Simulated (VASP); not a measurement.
# TiAl2 (Cmmm) in VASP: further runs, part 2 of 2

VASP 6.6.1.

### Step 4. Single point, PBEsol

This run uses another cell than the first one, of 15.58 Å³/atom, 1.003 times its volume.

Contents of INCAR:

```
SYSTEM = TiAl2
PREC     = Accurate       ! precision mode
ENCUT    = 520            ! plane-wave cutoff, eV
EDIFF    = 1E-7           ! SCF threshold, eV
ISMEAR   = -1             ! smearing method
SIGMA    = 0.15           ! smearing width, eV
LREAL    = .FALSE.        ! projectors in reciprocal space
LASPH    = .TRUE.         ! aspherical terms in the spheres
NELM     = 80             ! most SCF steps
ALGO     = Fast           ! electronic algorithm
ISIF     = 2              ! what is computed and relaxed
LWAVE    = .FALSE.        ! write WAVECAR
LCHARG   = .FALSE.        ! write CHGCAR
GGA      = PS             ! functional
NBANDS   = 27             ! bands
```

Contents of KPOINTS:

```
Automatic mesh
0
G
  10 10 10
  0 0 0
```

Contents of POSCAR:

```
TiAl2
1.0
    1.9536102868     -6.0311427502      0.0000000000
    1.9536102868      6.0311427502      0.0000000000
    0.0000000000      0.0000000000      3.9677899583
Ti Al
2 4
Direct
    0.6562954964      0.3437045036      0.0000000000
    0.3437045036      0.6562954964      0.0000000000
    0.0000000000      0.0000000000      0.0000000000
    0.8271406467      0.1728593533      0.5000000000
    0.1728593533      0.8271406467      0.5000000000
    0.5000000000      0.5000000000      0.5000000000
```

The run is started by

```sh
> cat potpaw_PBE.64/Ti_sv/POTCAR potpaw_PBE.64/Al/POTCAR > POTCAR
> mpirun -np 1 vasp_std > vasp.out
```

Run time: 21 min. Hardware: 1 thread of Intel Xeon 6975P-C (Granite Rapids), shared host; peak memory 0.53 GiB.

The run converged. Its results:

- Free energy: -35.7479 eV
- Pressure: 0.1 GPa
- Largest force: 0.005 eV/Å
- Band gap on the k mesh: zero (band 18 reaches 9.56 eV, above the bottom of band 19 at 8.00 eV)

Forces in eV/Å, atoms in the order of the input:
```
Ti   0.000 -0.005  0.000
Ti   0.000  0.005  0.000
Al   0.000  0.000  0.000
Al   0.000 -0.004  0.000
Al   0.000  0.004  0.000
Al   0.000  0.000  0.000
```

Levels at points of the mesh, in eV from the Fermi level:
| k point | band 15 | band 16 | band 17 | band 18 | band 19 | band 20 | band 21 | band 22 |
| --- | --- | --- | --- | --- | --- | --- | --- | --- |
| (0.00, 0.00, 0.00) | -1.66 | -0.72 | -0.57 | -0.53 | 0.35 | 0.55 | 0.83 | 0.98 |
| (0.50, 0.00, 0.00) | -1.67 | -1.30 | -1.01 | -0.29 | 0.81 | 1.14 | 1.29 | 1.43 |
| (0.50, 0.50, 0.00) | -1.80 | -1.29 | -0.71 | -0.57 | 0.21 | 1.17 | 1.19 | 1.24 |
| (0.00, 0.00, 0.50) | -1.59 | -0.87 | -0.23 | 0.05 | 0.54 | 1.03 | 1.09 | 1.34 |
| (0.50, 0.00, 0.50) | -2.47 | -1.79 | -1.54 | -1.16 | -0.59 | 1.25 | 1.30 | 1.32 |
| (0.50, 0.50, 0.50) | -2.02 | -0.87 | 0.04 | 0.81 | 0.94 | 1.34 | 1.48 | 1.72 |

Caveat: the PAW data sets were made with another functional, which shifts forces and pressure a little.

### Step 5. Single point, PBEsol

This run uses another cell than the first one, of 15.58 Å³/atom, 1.003 times its volume.

Contents of INCAR:

```
ALGO = Normal
EDIFF = 1E-6
ENCUT = 500
GGA = PS
GGA_COMPAT = False
ISIF = 2
ISMEAR = -1
LASPH = True
LCHARG = True
LELF = True
LREAL = False
LVHAR = True
LWAVE = False
NBANDS = 27
NELM = 120
PREC = Accurate
SIGMA = 0.15
```

Contents of KPOINTS:

```
k-points
0
Gamma
  10 10 10
```

Contents of POSCAR:

```
TiAl2
1.0
    1.9536125398     -6.0312110519      0.0000000000
    1.9536125398      6.0312110519      0.0000000000
    0.0000000000      0.0000000000      3.9678238906
Ti Al
2 4
Direct
    0.6562904827      0.3437095173      0.0000000000
    0.3437095173      0.6562904827      0.0000000000
    0.0000000000      0.0000000000      0.0000000000
    0.8271358965      0.1728641035      0.5000000000
    0.1728641035      0.8271358965      0.5000000000
    0.5000000000      0.5000000000      0.5000000000
```

The run is started by

```sh
> cat potpaw_PBE.64/Ti_sv/POTCAR potpaw_PBE.64/Al/POTCAR > POTCAR
> mpirun -np 1 vasp_std > vasp.out
```

Run time: 5.1 min. Hardware: 1 thread of AMD EPYC 9R45 (Zen 5), shared host; peak memory 0.47 GiB.

The run converged. Its results:

- Free energy: -35.7476 eV
- Pressure: 0.1 GPa
- Largest force: 0.006 eV/Å
- Band gap on the k mesh: zero (band 18 reaches 9.56 eV, above the bottom of band 19 at 8.00 eV)

Forces on the atoms (eV/Å):
```
Ti   0.000 -0.006  0.000
Ti   0.000  0.006  0.000
Al   0.000  0.000  0.000
Al   0.000 -0.005  0.000
Al   0.000  0.005  0.000
Al   0.000  0.000  0.000
```

Levels at points of the mesh, in eV from the Fermi level:
| k point | band 16 | band 17 | band 18 | band 19 | band 20 | band 21 |
| --- | --- | --- | --- | --- | --- | --- |
| (0.00, 0.00, 0.00) | -0.72 | -0.57 | -0.53 | 0.35 | 0.55 | 0.83 |
| (0.50, 0.00, 0.00) | -1.30 | -1.01 | -0.29 | 0.81 | 1.14 | 1.29 |
| (0.50, 0.50, 0.00) | -1.29 | -0.71 | -0.57 | 0.21 | 1.17 | 1.19 |
| (0.00, 0.00, 0.50) | -0.87 | -0.23 | 0.05 | 0.54 | 1.03 | 1.09 |
| (0.50, 0.00, 0.50) | -1.79 | -1.54 | -1.16 | -0.59 | 1.25 | 1.30 |
| (0.50, 0.50, 0.50) | -0.87 | 0.04 | 0.81 | 0.94 | 1.34 | 1.48 |

Caveat: the PAW data sets were made with another functional, which shifts forces and pressure a little.

### Step 6. Single point, PBEsol

This run uses another cell than the first one, of 16.00 Å³/atom, 1.029 times its volume.

Contents of INCAR:

```
SYSTEM = TiAl2
PREC     = Accurate       ! precision mode
ENCUT    = 520            ! plane-wave cutoff, eV
EDIFF    = 1E-7           ! SCF threshold, eV
ISMEAR   = 0              ! smearing method
SIGMA    = 0.1            ! smearing width, eV
LREAL    = .FALSE.        ! projectors in reciprocal space
LASPH    = .TRUE.         ! aspherical terms in the spheres
NELM     = 60             ! most SCF steps
ALGO     = Fast           ! electronic algorithm
ISIF     = 2              ! what is computed and relaxed
LWAVE    = .FALSE.        ! write WAVECAR
LCHARG   = .FALSE.        ! write CHGCAR
GGA      = PS             ! functional
NBANDS   = 27             ! bands
```

Contents of KPOINTS:

```
regular mesh
0
G
  10 10 10
  0 0 0
```

Contents of POSCAR:

```
TiAl2
1.0
    1.9682240736     -6.0808146954      0.0000000000
    1.9682240736      6.0808146954      0.0000000000
    0.0000000000      0.0000000000      4.0098691462
Ti Al
2 4
Direct
    0.6560219625      0.3439780375      0.0000000000
    0.3439780375      0.6560219625      0.0000000000
    0.0000000000      0.0000000000      0.0000000000
    0.8267379502      0.1732620498      0.5000000000
    0.1732620498      0.8267379502      0.5000000000
    0.5000000000      0.5000000000      0.5000000000
```

Potentials or basis: VASP PAW PBE potentials, release 64 (Ti_sv, Al).

The run is started by

```sh
> cat potpaw_PBE.64/Ti_sv/POTCAR potpaw_PBE.64/Al/POTCAR > POTCAR
> mpirun -np 1 vasp_std > vasp.out
```

Run time: 27 min. Hardware: 1 thread of Intel Xeon Platinum 8259CL at 2.50GHz (Skylake/Cascade Lake), shared host; peak memory 0.54 GiB.

The run converged. Its results:

```
Free energy            : -35.6285 eV
Pressure               : -2.9 GPa
Largest force          : 0.006 eV/Å
Band gap on the k mesh : zero (band 18 reaches 9.22 eV, above the bottom of band 19 at 7.73 eV)
```

Forces on the atoms (eV/Å):
```
Ti   0.000 -0.002  0.000
Ti   0.000  0.002  0.000
Al   0.000  0.000  0.000
Al   0.000 -0.006  0.000
Al   0.000  0.006  0.000
Al   0.000  0.000  0.000
```

Levels at points of the mesh, in eV from the Fermi level:
| k point | band 16 | band 17 | band 18 | band 19 | band 20 | band 21 |
| --- | --- | --- | --- | --- | --- | --- |
| (0.00, 0.00, 0.00) | -0.72 | -0.53 | -0.48 | 0.37 | 0.56 | 0.84 |
| (0.50, 0.00, 0.00) | -1.25 | -0.96 | -0.28 | 0.81 | 1.15 | 1.28 |
| (0.50, 0.50, 0.00) | -1.24 | -0.70 | -0.54 | 0.24 | 1.15 | 1.20 |
| (0.00, 0.00, 0.50) | -0.81 | -0.20 | 0.08 | 0.53 | 1.01 | 1.09 |
| (0.50, 0.00, 0.50) | -1.75 | -1.47 | -1.12 | -0.56 | 1.21 | 1.26 |
| (0.50, 0.50, 0.50) | -0.82 | 0.07 | 0.76 | 0.91 | 1.31 | 1.42 |

Caveat: the PAW data sets were made with another functional, which shifts forces and pressure a little.

### Step 7. The runs side by side

```tsv
cell	k mesh	cutoff (eV)	smearing	gap on the mesh (eV)	pressure (GPa)	largest force (eV/Å)
a = 6.329, b = 6.329, c = 3.975 Å, angles 90.0, 90.0, 144.2°, 6 atoms	6 × 6 × 6	520	gaussian 0.1 eV	none	0.3	0.03
a = 3.901, b = 3.972, c = 6.334 Å, angles 90.0, 72.1, 90.0°, 6 atoms	9 × 9 × 6	520	gaussian 0.1 eV	none	0.1	0.02
a = 6.340, b = 6.340, c = 3.968 Å, angles 90.0, 90.0, 144.1°, 6 atoms	10 × 10 × 10	520	fermi-dirac 0.15 eV	none	0.1	0.01
a = 6.340, b = 6.340, c = 3.968 Å, angles 90.0, 90.0, 144.1°, 6 atoms	10 × 10 × 10	500	fermi-dirac 0.15 eV	none	0.1	0.01
a = 6.391, b = 6.391, c = 4.010 Å, angles 90.0, 90.0, 144.1°, 6 atoms	10 × 10 × 10	520	gaussian 0.1 eV	none	-2.9	0.01
```

Alike in all rows: task single point; level PBEsol; potentials or basis VASP PAW PBE potentials, release 64 (Ti_sv, Al); no spin polarisation.

Caveats: the PAW data sets were made with another functional, which shifts forces and pressure a little.

Absolute energies hang on the potentials; compare differences alone.
